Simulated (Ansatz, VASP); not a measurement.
## W6Cl: VASP beside Ansatz

```
CELL_PARAMETERS angstrom
2.69202 1.55424 4.55929
-2.69202 1.55424 4.55929
0.00000 -3.10848 4.55929
ATOMIC_POSITIONS crystal
W 0.47718 0.09070 0.69216
W 0.69216 0.47718 0.09070
W 0.09070 0.69216 0.47718
W 0.52282 0.90930 0.30784
W 0.30784 0.52282 0.90930
W 0.90930 0.30784 0.52282
Cl 0.00000 0.00000 0.00000
```

Alike in both runs: functional PBE; k mesh 3 × 3 × 3; occupations gaussian, width 0.2 eV; no spin polarisation.

Ansatz relaxed the structure, and its values are those at the end. VASP's run is a single point on that final structure, the one shown.

|  | VASP | Ansatz |
| --- | --- | --- |
| version | VASP 6.6.1 | Ansatz 0.2.0 |
| potentials or method | VASP PAW PBE potentials, release 64 (W_sv, Cl), cutoff 520 eV | scalar-relativistic, plane waves, PAW |
| valence electrons in the cell | 91 | 91 |

|  | VASP | Ansatz | Ansatz less VASP |
| --- | --- | --- | --- |
| gap on the k mesh at the Fermi level (eV) | none | none | - |
| pressure (GPa) | 0.7 | 0.1 | -0.57 |
| rms of the force components (eV/Å) | 0.021 | 0.016 | -0.0060 |

A gap of «none» marks a metal or a gap that the smearing closes.

The k mesh is coarse, so the values compare programs but aren't converged. Neither program's run includes spin-orbit coupling.
